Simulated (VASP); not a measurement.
Runs of VASP 6.6.1 on Ta4O. The structure is that of space group P-43m (No. 215), or close to it. The cells are those of the table. 

```csv
task,potentials or basis,spin,cell,k mesh,cutoff (eV),second run,gap on the mesh (eV),pressure (GPa),largest force (eV/Å)
single point,"VASP PAW PBE potentials, release 64 (Ta_sv_GW, O)","collinear, ferromagnetic start","a = 4.394 Å, 5 atoms",4 × 4 × 4,600,valence_matched,none,0.0,0.07
single point,"VASP PAW PBE potentials, release 64 (Ta_pv, O)",off,"a = 4.394 Å, 5 atoms",8 × 8 × 8,520,-,none,0.2,0.06
single point,"VASP PAW PBE potentials, release 64 (Ta_sv_GW, O)",off,"a = 4.394 Å, 5 atoms",6 × 6 × 6,600,valence_matched,none,(b),(a)
single point,"VASP PAW PBE potentials, release 64 (Ta_sv_GW, O)",off,"a = 4.394 Å, 5 atoms",8 × 8 × 8,600,valence_matched,none,-0.2,0.05
relaxation of cell and atoms,"VASP PAW PBE potentials, release 64 (Ta_pv, O)",off,"relaxed from a = 4.394 Å, 5 atoms",8 × 8 × 8,600,-,none,0.0,-
```

Alike in all rows: level PBE; smearing gaussian 0.1 eV.

Task: Fill in the values left out.

Result: (a) 0.04; (b) -0.3.

Caveats: spin-orbit coupling is left out, which moves the levels of the heavy elements.

A k mesh can miss the band edges, and the runs leave out spin-orbit coupling on Ta.

A gap of «none» marks levels without a gap at the run's occupations.

The runs don't all hold the same shells in valence.
